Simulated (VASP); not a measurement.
# BaTe (Fm-3m) in VASP: phonons with r2SCAN

Aim: the phonons of BaTe with r2SCAN.

Everything below comes from runs of VASP 6.6.1. Logs are shortened: lines on timing, memory, paths and dates and some standing lists are left out, and cuts for length are marked.

## 1. The cell of the first run

The structure is cubic, space group Fm-3m (No. 225). Conventional cell: a = 7.062 Å, b = 7.062 Å, c = 7.062 Å, α = 90.00°, β = 90.00°, γ = 90.00°. Ba (site symmetry m-3m) has 6 Te at 3.53 Å within 4.6 Å. Within 4.6 Å of Te (site symmetry m-3m) lie 6 Ba at 3.53 Å.

## 2. Phonons, r2SCAN

Contents of INCAR:

```
PREC = Accurate ; ENCUT = 520
EDIFF = 1E-8 ; ISMEAR = 0
SIGMA = 0.01 ; LREAL = False
LASPH = True ; NELM = 100
ALGO = Normal ; ISIF = 2
LWAVE = False ; LCHARG = True
METAGGA = R2SCAN ; LMIXTAU = True
IBRION = 6 ; NFREE = 2
POTIM = 0.015 ; NSW = 1
```

Contents of KPOINTS:

```
regular mesh
0
Gamma
  6 6 6
```

Contents of POSCAR:

```
BaTe
1.0
    0.0000000000      3.5312150808      3.5312150808
    3.5312150808      0.0000000000      3.5312150808
    3.5312150808      3.5312150808      0.0000000000
Ba Te
1 1
Direct
    0.0000000000      0.0000000000      0.0000000000
    0.5000000000      0.5000000000      0.5000000000
```

Potentials or basis: VASP PAW PBE potentials, release 64 (Ba_sv, Te).

Launch:

```
$ cat potpaw_PBE.64/Ba_sv/POTCAR potpaw_PBE.64/Te/POTCAR > POTCAR
$ mpirun -np 1 vasp_std > vasp.out
```

OUTCAR:

```text
PREC = Accurate
   ENCUT = 520
   EDIFF = 1E-8
   ISMEAR = 0
   LREAL = False
   LASPH = True
   NELM = 100
   ISIF = 2
   METAGGA = R2SCAN
   IBRION = 6
   NFREE = 2
   POTIM = 0.015
   NSW = 1

 ion  position               nearest neighbor table
   1  0.000  0.000  0.000-   2 3.53   2 3.53   2 3.53   2 3.53   2 3.53   2 3.53
   2  0.500  0.500  0.500-   1 3.53   1 3.53   1 3.53   1 3.53   1 3.53   1 3.53

  LATTYP: Found a face centered cubic cell.
 ALAT       =     7.0624301616

  Lattice vectors:

 A1 = (   0.0000000000,   3.5312150808,   3.5312150808)
 A2 = (   3.5312150808,   0.0000000000,   3.5312150808)
 A3 = (   3.5312150808,   3.5312150808,   0.0000000000)

Analysis of symmetry for initial positions (statically):
=====================================================================
 Subroutine PRICEL returns:
 Original cell was already a primitive cell.

 Routine SETGRP: Setting up the symmetry group for a
 face centered cubic supercell.

 Subroutine GETGRP returns: Found 48 space group operations
 (whereof 48 operations were pure point group operations)
 out of a pool of 48 trial point group operations.

The static configuration has the point symmetry O_h .

Analysis of symmetry for dynamics (positions and initial velocities):
=====================================================================
 Subroutine PRICEL returns:
 Original cell was already a primitive cell.

 Routine SETGRP: Setting up the symmetry group for a
 face centered cubic supercell.

 Subroutine GETGRP returns: Found 48 space group operations
 (whereof 48 operations were pure point group operations)
 out of a pool of 48 trial point group operations.

The dynamic configuration has the point symmetry O_h .

 Subroutine INISYM returns: Found 48 space group operations
 (whereof 48 operations are pure point group operations),
 and found     1 'primitive' translations

----------------------------------------------------------------------------------------

                                     Primitive cell

  volume of cell :      88.0648

  direct lattice vectors                    reciprocal lattice vectors
     0.000000000  3.531215081  3.531215081    -0.141594321  0.141594321  0.141594321
     3.531215081  0.000000000  3.531215081     0.141594321 -0.141594321  0.141594321
     3.531215081  3.531215081  0.000000000     0.141594321  0.141594321 -0.141594321

  length of vectors
     4.993892259  4.993892259  4.993892259     0.245248557  0.245248557  0.245248557

  position of ions in fractional coordinates (direct lattice)
     0.000000000  0.000000000  0.000000000
     0.500000000  0.500000000  0.500000000

  ion indices of the primitive-cell ions
   primitive index   ion index
                 1           1
                 2           2

----------------------------------------------------------------------------------------

 KPOINTS: regular mesh

Automatic generation of k-mesh.
 Grid dimensions read from file:
 generate k-points for:    6    6    6

 Generating k-lattice:

  Cartesian coordinates                     Fractional coordinates (reciprocal lattice)
    -0.023599053  0.023599053  0.023599053     0.166666667  0.000000000  0.000000000
     0.023599053 -0.023599053  0.023599053     0.000000000  0.166666667  0.000000000
     0.023599053  0.023599053 -0.023599053     0.000000000  0.000000000  0.166666667

  Length of vectors
     0.040874760  0.040874760  0.040874760

  Shift w.r.t. Gamma in fractional coordinates (k-lattice)
     0.000000000  0.000000000  0.000000000

[... 51 lines left out ...]
   PSTRESS=    0.0 pullay stress
   NELECT =      16.0000    total number of electrons
   NUPDOWN=      -1.0000    fix difference up-down
   EMIN   =  10.00;   EMAX   =-10.00  energy-range for DOS
   EFERMI =   0.00;   METHOD = LEGACY
   ISMEAR =     0;   SIGMA  =   0.01  broadening in eV -4-tet -1-fermi 0-gaus
   EFERMI_NEDOS =   21; number of points for ismear=-14 and -15
   IALGO  =     38    algorithm
   IMIX   =      4    mixing-type and parameters
     AMIX     =   0.40;   BMIX     =  1.00
     AMIX_MAG =   1.60;   BMIX_MAG =  1.00
  volume/ion in A,a.u.               =      44.03       297.15
  Fermi-wavevector in a.u.,A,eV,Ry     =   0.927215  1.752183 11.697316  0.859728
  Thomas-Fermi vector in A             =   2.053261
   LORBIT       =      0    0 simple, 1 ext, 2 COOP (PROOUT), +10 PAW based schemes
   METAGGA = R2SCAN    functional components
   LHFCALC =     F    Hartree Fock is set to
   AEXX    =    0.0000 exact exchange contribution
   IVDW    =     0    specifies the selected vdW correction
   LEPSILON=     F    determine dielectric tensor
   LRPA    =     F    only Hartree local field effects (RPA)
 finite differences with symmetry
 non-spin polarized calculation
 Gauss-broadening in eV      SIGMA  =   0.01
  energy-cutoff  :      520.00
  volume of cell :       88.06
 maximum number of plane-waves:      2421
 NGX is ok and might be reduce to    40
   NGX = 19   NGY = 19   NGZ = 19

--------------------------------------- Ionic step        1  -------------------------------------------

 number of electron      16.0000000 magnetization

 Free energy of the ion-electron system (eV)
  ---------------------------------------------------
  ext. energy  EPLUGINS =         0.00000000
  ---------------------------------------------------
  free energy    TOTEN  =       -56.02822331 eV

  energy without entropy =      -56.02822331  energy(sigma->0) =      -56.02822331

------------------------ aborting loop because EDIFF is reached ----------------------------------------

  FORCE on cell =-STRESS in cart. coord.  units (eV):
  Direction    XX          YY          ZZ          XY          YZ          ZX
  --------------------------------------------------------------------------------------
  -------------------------------------------------------------------------------------
  Total        0.1792213      0.1792213      0.1792213      0.0000000      0.0000000      0.0000000
  in kB        3.2606018      3.2606018      3.2606018      0.0000000      0.0000000      0.0000000
  external PRESSURE =       3.2606018 kB  Pullay stress =       0.0000000 kB
[... 131 lines left out ...]
--------------------------------------- Ionic step        5  -------------------------------------------

 number of electron      16.0000000 magnetization

 Free energy of the ion-electron system (eV)
  ---------------------------------------------------
  ext. energy  EPLUGINS =         0.00000000
  ---------------------------------------------------
  free energy    TOTEN  =       -56.02797352 eV

  energy without entropy =      -56.02797352  energy(sigma->0) =      -56.02797352

 E-fermi :   2.0082     XC(G=0):  -8.5181

 val. band max:        1.8990457226   @ k =   0.0000   0.0000   0.0000
 cond. band min:       3.8287815475   @ k =   0.0000   0.5000   0.5000
 fundamental gap:      1.9297358250
 Fermi energy:         2.0081958933

 k-point     1 :       0.0000    0.0000    0.0000
  band No.  band energies     occupation
      1     -25.9824      2.00000
      2     -10.7045      2.00000
      3     -10.7044      2.00000
      4     -10.7044      2.00000
      5      -7.8560      2.00000
      6       1.8990      2.00000
      7       1.8990      2.00000
      8       1.8990      2.00000
      9       5.2566      0.00000
     10       5.2569      0.00000
     11       5.2569      0.00000
     12       5.3720      0.00000
[... 331 lines left out ...]
 k-point    24 :       0.0000   -0.3333    0.3333
  band No.  band energies     occupation
      1     -25.9673      2.00000
      2     -10.9369      2.00000
      3     -10.8383      2.00000
      4     -10.7404      2.00000
      5      -7.3815      2.00000
      6       0.3771      2.00000
      7       0.9197      2.00000
      8       1.0041      2.00000
      9       5.5254      0.00000
     10       6.9035      0.00000
     11       7.1677      0.00000
     12       7.3499      0.00000

 [... further k-points ...]

------------------------ aborting loop because EDIFF is reached ----------------------------------------

  FORCE on cell =-STRESS in cart. coord.  units (eV):
  Direction    XX          YY          ZZ          XY          YZ          ZX
  --------------------------------------------------------------------------------------
  -------------------------------------------------------------------------------------
  Total        0.1827126      0.1789958      0.1789958      0.0000000      0.0000000      0.0000000
  in kB        3.3241198      3.2564994      3.2564994      0.0000000      0.0000000      0.0000000
  external PRESSURE =       3.2790396 kB  Pullay stress =       0.0000000 kB
[... 17 lines left out ...]
  FREE ENERGIE OF THE ION-ELECTRON SYSTEM (eV)
  ---------------------------------------------------
  free  energy   TOTEN  =       -56.0279735205 eV

  energy  without entropy=      -56.0279735205  energy(sigma->0) =      -56.02797352

 INTERNAL STRAIN TENSORS FROM DISPLACED ATOMS
 ============================================

 INTERNAL STRAIN TENSOR FOR ION    1 for displacements in x,y,z  (eV/Angst):
          X           Y           Z          XY          YZ          ZX
  --------------------------------------------------------------------------------
  x     0.00000     0.00000     0.00000     0.00000     0.00000     0.00000
  y     0.00000     0.00000     0.00000     0.00000     0.00000     0.00000
  z     0.00000     0.00000     0.00000     0.00000     0.00000     0.00000

 INTERNAL STRAIN TENSOR FOR ION    2 for displacements in x,y,z  (eV/Angst):
          X           Y           Z          XY          YZ          ZX
  --------------------------------------------------------------------------------
  x     0.00000     0.00000     0.00000     0.00000     0.00000     0.00000
  y     0.00000     0.00000     0.00000     0.00000     0.00000     0.00000
  z     0.00000     0.00000     0.00000     0.00000     0.00000     0.00000

 Eigenvectors and eigenvalues of the dynamical matrix
 ----------------------------------------------------

   1 f  =    2.874367 THz    18.060181 2PiTHz   95.878567 cm-1    11.887422 meV
             X         Y         Z           dx          dy          dz
      0.000000  0.000000  0.000000     0.000000    0.694912    0.000000
      3.531215  3.531215  3.531215     0.000000   -0.719095    0.000000
[... 21 lines left out ...]
   6 f/i=    0.003625 THz     0.022777 2PiTHz    0.120920 cm-1     0.014992 meV
             X         Y         Z           dx          dy          dz
      0.000000  0.000000  0.000000     0.000000    0.000000    0.719095
      3.531215  3.531215  3.531215     0.000000    0.000000    0.694912

 ELASTIC MODULI CONTR FROM IONIC RELAXATION (kBar)
 Direction    XX          YY          ZZ          XY          YZ          ZX
 --------------------------------------------------------------------------------
 XX           0.0000      0.0000      0.0000      0.0000      0.0000      0.0000
 YY           0.0000      0.0000      0.0000      0.0000      0.0000      0.0000
 ZZ           0.0000      0.0000      0.0000      0.0000      0.0000      0.0000
 XY           0.0000      0.0000      0.0000      0.0000      0.0000      0.0000
 YZ           0.0000      0.0000      0.0000      0.0000      0.0000      0.0000
 ZX           0.0000      0.0000      0.0000      0.0000      0.0000      0.0000
 --------------------------------------------------------------------------------
```

Wall time 7.6 min (1 thread of Intel Xeon Platinum 8488C (Sapphire Rapids), shared host); peak memory 0.29 GiB.

Results:

* Highest phonon frequency at Γ, LO-TO splitting left out: 96 cm⁻¹

Phonon frequencies in cm⁻¹ (negative: imaginary):
```tsv
q point	frequencies
(0.000, 0.000, 0.000)	0 0 0 96 96 96
```

Caveat: the PAW data sets were made with another functional, which shifts forces and pressure a little; spin-orbit coupling is left out, which moves the levels of the heavy elements.
